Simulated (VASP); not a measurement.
# MgSe (Fm-3m) in VASP: single point with PBE

Aim: the single point of MgSe with PBE.

Everything below comes from runs of VASP 6.6.1. Logs are shortened: lines on timing, memory, paths and dates and some standing lists are left out, and cuts for length are marked.

### 1 The cell of the first run

Symmetry: Fm-3m, No. 225, cubic system. The conventional cell has a = 5.424 Å, b = 5.424 Å, c = 5.424 Å, α = 90.00°, β = 90.00°, γ = 90.00°. Mg (site symmetry m-3m) has 6 Se at 2.71 Å within 3.6 Å. Within 3.6 Å of Se (site symmetry m-3m) lie 6 Mg at 2.71 Å.

### 2 Single point, PBE

INCAR

```
SYSTEM = MgSe
PREC = Accurate
ENCUT = 600
EDIFF = 1E-6
ISMEAR = -1
SIGMA = 0.1
LREAL = .FALSE.
LASPH = .TRUE.
NELM = 120
ALGO = Normal
ISIF = 2
LWAVE = .FALSE.
LCHARG = .FALSE.
GGA = PE
NBANDS = 11
GGA_COMPAT = .FALSE.
```

KPOINTS

```
regular mesh
0
G
  8 8 8
  0 0 0
```

POSCAR

```
MgSe
1.0
    0.0000000000      2.7121530000      2.7121530000
    2.7121530000      0.0000000000      2.7121530000
    2.7121530000      2.7121530000      0.0000000000
Mg Se
1 1
Direct
    0.0000000000      0.0000000000      0.0000000000
    0.5000000000      0.5000000000      0.5000000000
```

Potentials or basis: VASP PAW PBE potentials, release 64 (Mg, Se).

Launch:

```bash
cat potpaw_PBE.64/Mg/POTCAR potpaw_PBE.64/Se/POTCAR > POTCAR
mpirun -np 1 vasp_std > vasp.out
```

OUTCAR:

```text
SYSTEM = MgSe
   PREC = Accurate
   ENCUT = 600
   EDIFF = 1E-6
   ISMEAR = -1
   LREAL = .FALSE.
   LASPH = .TRUE.
   NELM = 120
   ISIF = 2
   GGA = PE

 ion  position               nearest neighbor table
   1  0.000  0.000  0.000-   2 2.71   2 2.71   2 2.71   2 2.71   2 2.71   2 2.71
   2  0.500  0.500  0.500-   1 2.71   1 2.71   1 2.71   1 2.71   1 2.71   1 2.71

  LATTYP: Found a face centered cubic cell.
 ALAT       =     5.4243060000

  Lattice vectors:

 A1 = (   0.0000000000,   2.7121530000,   2.7121530000)
 A2 = (   2.7121530000,   0.0000000000,   2.7121530000)
 A3 = (   2.7121530000,   2.7121530000,   0.0000000000)

Analysis of symmetry for initial positions (statically):
=====================================================================
 Subroutine PRICEL returns:
 Original cell was already a primitive cell.

 Routine SETGRP: Setting up the symmetry group for a
 face centered cubic supercell.

 Subroutine GETGRP returns: Found 48 space group operations
 (whereof 48 operations were pure point group operations)
 out of a pool of 48 trial point group operations.

The static configuration has the point symmetry O_h .

Analysis of symmetry for dynamics (positions and initial velocities):
=====================================================================
 Subroutine PRICEL returns:
 Original cell was already a primitive cell.

 Routine SETGRP: Setting up the symmetry group for a
 face centered cubic supercell.

 Subroutine GETGRP returns: Found 48 space group operations
 (whereof 48 operations were pure point group operations)
 out of a pool of 48 trial point group operations.

The dynamic configuration has the point symmetry O_h .

 Subroutine INISYM returns: Found 48 space group operations
 (whereof 48 operations are pure point group operations),
 and found     1 'primitive' translations

----------------------------------------------------------------------------------------

                                     Primitive cell

  volume of cell :      39.9000

  direct lattice vectors                    reciprocal lattice vectors
     0.000000000  2.712153000  2.712153000    -0.184355381  0.184355381  0.184355381
     2.712153000  0.000000000  2.712153000     0.184355381 -0.184355381  0.184355381
     2.712153000  2.712153000  0.000000000     0.184355381  0.184355381 -0.184355381

  length of vectors
     3.835563556  3.835563556  3.835563556     0.319312887  0.319312887  0.319312887

  position of ions in fractional coordinates (direct lattice)
     0.000000000  0.000000000  0.000000000
     0.500000000  0.500000000  0.500000000

  ion indices of the primitive-cell ions
   primitive index   ion index
                 1           1
                 2           2

----------------------------------------------------------------------------------------

 KPOINTS: regular mesh

Automatic generation of k-mesh.
 Grid dimensions read from file:
 generate k-points for:    8    8    8

 Generating k-lattice:

  Cartesian coordinates                     Fractional coordinates (reciprocal lattice)
    -0.023044423  0.023044423  0.023044423     0.125000000  0.000000000  0.000000000
     0.023044423 -0.023044423  0.023044423     0.000000000  0.125000000  0.000000000
     0.023044423  0.023044423 -0.023044423     0.000000000  0.000000000  0.125000000

  Length of vectors
     0.039914111  0.039914111  0.039914111

  Shift w.r.t. Gamma in fractional coordinates (k-lattice)
     0.000000000  0.000000000  0.000000000

 Subroutine IBZKPT returns following result:
 ===========================================

 Found     29 irreducible k-points:

 Following reciprocal coordinates:
            Coordinates               Weight
  0.000000  0.000000  0.000000      1.000000
  0.125000  0.000000  0.000000      8.000000
  0.250000  0.000000  0.000000      8.000000
  0.375000  0.000000  0.000000      8.000000
  0.500000  0.000000  0.000000      4.000000
  0.125000  0.125000  0.000000      6.000000
[... 16 lines left out ...]
  0.500000  0.250000  0.125000     48.000000
 -0.375000  0.250000  0.125000     24.000000
 [... further k-points ...]
   k-points           NKPTS =     29   k-points in BZ     NKDIM =     29   number of bands    NBANDS=     11
   number of dos      NEDOS =    301   number of ions     NIONS =      2
   total plane-waves  NPLWV =  32768
   dimension x,y,z NGX =    32 NGY =   32 NGZ =   32
   dimension x,y,z NGXF=    64 NGYF=   64 NGZF=   64
   ions per type =               1   1
   NGX,Y,Z   is equivalent  to a cutoff of  13.87, 13.87, 13.87 a.u.
   NGXF,Y,Z  is equivalent  to a cutoff of  27.74, 27.74, 27.74 a.u.
 SYSTEM =  MgSe
   PREC   = accura    normal or accurate (medium, high low for compatibility)
   ISTART =      0    job   : 0-new  1-cont  2-samecut
   ICHARG =      2    charge: 1-file 2-atom 10-const
   ISPIN  =      1    spin polarized calculation?
   LNONCOLLINEAR =      F non collinear calculations
   LSORBIT =      F    spin-orbit coupling
   LASPH  =      T    aspherical Exc in radial PAW
   ENCUT  =  600.0 eV  44.10 Ry    6.64 a.u.   7.66  7.66  7.66*2*pi/ulx,y,z
   NELM   =    120;   NELMIN=  2; NELMDL= -5     # of ELM steps
   EDIFF  = 0.1E-05   stopping-criterion for ELM
   LREAL  =      F    real-space projection
   EDIFFG = 0.1E-04   stopping-criterion for IOM
   NSW    =      0    number of steps for IOM
   IBRION =     -1    ionic relax: 0-MD 1-quasi-New 2-CG
   NFREE  =      0    steps in history (QN), initial steepest desc. (CG)
   ISIF   =      2    stress and relaxation
   ISYM   =      2    0-nonsym 1-usesym 2-fastsym
   POTIM  = 0.5000    time-step for ionic-motion
   TEBEG  =    0.0;   TEEND  =   0.0 temperature during run
   PSTRESS=    0.0 pullay stress
   NELECT =       8.0000    total number of electrons
   NUPDOWN=      -1.0000    fix difference up-down
   EMIN   =  10.00;   EMAX   =-10.00  energy-range for DOS
   EFERMI =   0.00;   METHOD = LEGACY
   ISMEAR =    -1;   SIGMA  =   0.10  broadening in eV -4-tet -1-fermi 0-gaus
   EFERMI_NEDOS =   21; number of points for ismear=-14 and -15
   IALGO  =     38    algorithm
   IMIX   =      4    mixing-type and parameters
     AMIX     =   0.40;   BMIX     =  1.00
     AMIX_MAG =   1.60;   BMIX_MAG =  1.00
  volume/ion in A,a.u.               =      19.95       134.63
  Fermi-wavevector in a.u.,A,eV,Ry     =   0.958180  1.810699 12.491642  0.918110
  Thomas-Fermi vector in A             =   2.087265
   LORBIT       =      0    0 simple, 1 ext, 2 COOP (PROOUT), +10 PAW based schemes
   GGA     = PE    functional components
   LHFCALC =     F    Hartree Fock is set to
   AEXX    =    0.0000 exact exchange contribution
   IVDW    =     0    specifies the selected vdW correction
   LEPSILON=     F    determine dielectric tensor
   LRPA    =     F    only Hartree local field effects (RPA)
 non-spin polarized calculation
  energy-cutoff  :      600.00
  volume of cell :       39.90
 maximum number of plane-waves:      1363
   NGX = 15   NGY = 15   NGZ = 15

 number of electron       7.9999999 magnetization

 Free energy of the ion-electron system (eV)
  ---------------------------------------------------
  ext. energy  EPLUGINS =         0.00000000
  ---------------------------------------------------
  free energy    TOTEN  =        -7.47457075 eV

  energy without entropy =       -7.47456445  energy(sigma->0) =       -7.47456760

 E-fermi :   4.3498     XC(G=0):  -9.5494

 val. band max:        3.3541758731   @ k =   0.0000   0.0000   0.0000
 cond. band min:       5.1809230525   @ k =   0.5000   0.5000   0.0000
 fundamental gap:      1.8267471794
 Fermi energy:         4.3498456732

 k-point     1 :       0.0000    0.0000    0.0000
  band No.  band energies     occupation
      1      -9.6731      2.00000
      2       3.3542      1.99991
      3       3.3542      1.99991
      4       3.3542      1.99991
      5       6.0519      0.00000
      6      10.7597      0.00000
      7      10.7597      0.00000
      8      10.7597      0.00000
      9      13.3504      0.00000
     10      13.3504      0.00000
     11      14.3495      0.00000

 k-point     2 :       0.1250    0.0000    0.0000
  band No.  band energies     occupation
      1      -9.5367      2.00000
      2       2.1252      2.00000
      3       3.2499      1.99997
      4       3.2499      1.99997
      5       7.0107      0.00000
      6      10.4596      0.00000
      7      10.9937      0.00000
      8      10.9937      0.00000
      9      12.3552      0.00000
     10      12.3552      0.00000
     11      14.2196      0.00000

 k-point     3 :       0.2500    0.0000    0.0000
  band No.  band energies     occupation
      1      -9.1703      2.00000
      2       0.2985      2.00000
      3       3.0245      2.00000
      4       3.0245      2.00000
      5       7.5281      0.00000
      6      10.4456      0.00000
      7      10.4456      0.00000
      8      11.2060      0.00000
      9      12.9640      0.00000
     10      12.9640      0.00000
     11      13.4308      0.00000

 k-point     4 :       0.3750    0.0000    0.0000
  band No.  band energies     occupation
      1      -8.7302      2.00000
      2      -1.1243      2.00000
      3       2.8282      2.00000
      4       2.8282      2.00000
      5       7.3171      0.00000
      6       9.7269      0.00000
      7       9.7269      0.00000
      8      12.1864      0.00000
      9      13.7421      0.00000
     10      14.9145      0.00000
     11      14.9145      0.00000
[... 239 lines left out ...]
 k-point    22 :       0.3750    0.2500    0.1250
  band No.  band energies     occupation
      1      -8.8846      2.00000
      2       0.0403      2.00000
      3       1.7773      2.00000
      4       2.6329      2.00000
      5       8.2795      0.00000
      6       9.3769      0.00000
      7       9.7007      0.00000
      8      11.8510      0.00000
      9      12.9318      0.00000
     10      15.8906      0.00000
     11      16.3789      0.00000

 k-point    23 :       0.5000    0.2500    0.1250
  band No.  band energies     occupation
      1      -8.5146      2.00000
      2      -0.7802      2.00000
      3       1.2223      2.00000
      4       2.2885      2.00000
      5       8.1576      0.00000
      6       9.0979      0.00000
      7      10.6168      0.00000
      8      11.7446      0.00000
      9      14.3423      0.00000
     10      16.1189      0.00000
     11      16.8978      0.00000

 k-point    24 :      -0.3750    0.2500    0.1250
  band No.  band energies     occupation
      1      -8.3404      2.00000
      2      -1.1545      2.00000
      3       1.0782      2.00000
      4       2.1091      2.00000
      5       8.1310      0.00000
      6       8.8064      0.00000
      7      11.1664      0.00000
      8      12.5023      0.00000
      9      14.4833      0.00000
     10      15.2153      0.00000
     11      17.5435      0.00000

 [... further k-points ...]

------------------------ aborting loop because EDIFF is reached ----------------------------------------

  FORCE on cell =-STRESS in cart. coord.  units (eV):
  Direction    XX          YY          ZZ          XY          YZ          ZX
  --------------------------------------------------------------------------------------
  -------------------------------------------------------------------------------------
  Total        0.7354152      0.7354152      0.7354152      0.0000000      0.0000000      0.0000000
  in kB       29.5304871     29.5304871     29.5304871      0.0000000      0.0000000      0.0000000
  external PRESSURE =      29.5304871 kB  Pullay stress =       0.0000000 kB

 VOLUME and BASIS-vectors are now :
 -----------------------------------------------------------------------------
  energy-cutoff  :      600.00
  volume of cell :       39.90
      direct lattice vectors                 reciprocal lattice vectors
     0.000000000  2.712153000  2.712153000    -0.184355381  0.184355381  0.184355381
     2.712153000  0.000000000  2.712153000     0.184355381 -0.184355381  0.184355381
     2.712153000  2.712153000  0.000000000     0.184355381  0.184355381 -0.184355381

 POSITION                                       TOTAL-FORCE (eV/Angst)
 -----------------------------------------------------------------------------------
      0.00000      0.00000      0.00000         0.000000     -0.000000     -0.000000
      2.71215      2.71215      2.71215        -0.000000      0.000000      0.000000
 -----------------------------------------------------------------------------------
    total drift:                               -0.000000     -0.000000      0.000000

  FREE ENERGIE OF THE ION-ELECTRON SYSTEM (eV)
  ---------------------------------------------------
  free  energy   TOTEN  =        -7.4745707523 eV

  energy  without entropy=       -7.4745644458  energy(sigma->0) =       -7.47456760
```

It took 14 s on 1 thread of AMD EPYC 7R43 (Zen 3), shared host; peak memory 0.15 GiB.

Results:

| Item | Value |
| --- | --- |
| Free energy | -7.4746 eV |
| Pressure | 3.0 GPa |
| Band gap on the k mesh | 1.83 eV (least direct gap 2.70 eV) |

Levels at points of the mesh, in eV from the valence-band top:
```csv
k point,band 1,band 2,band 3,band 4,band 5,band 6,band 7,band 8
"(0.00, 0.00, 0.00)",-13.03,0.00,0.00,0.00,2.70,7.41,7.41,7.41
"(0.50, 0.00, 0.00)",-11.87,-5.03,-0.60,-0.60,3.84,6.12,6.12,8.74
"(0.50, 0.50, 0.00)",-11.54,-4.35,-1.82,-1.82,1.83,3.92,11.90,12.32
```

A k mesh can miss the band edges.
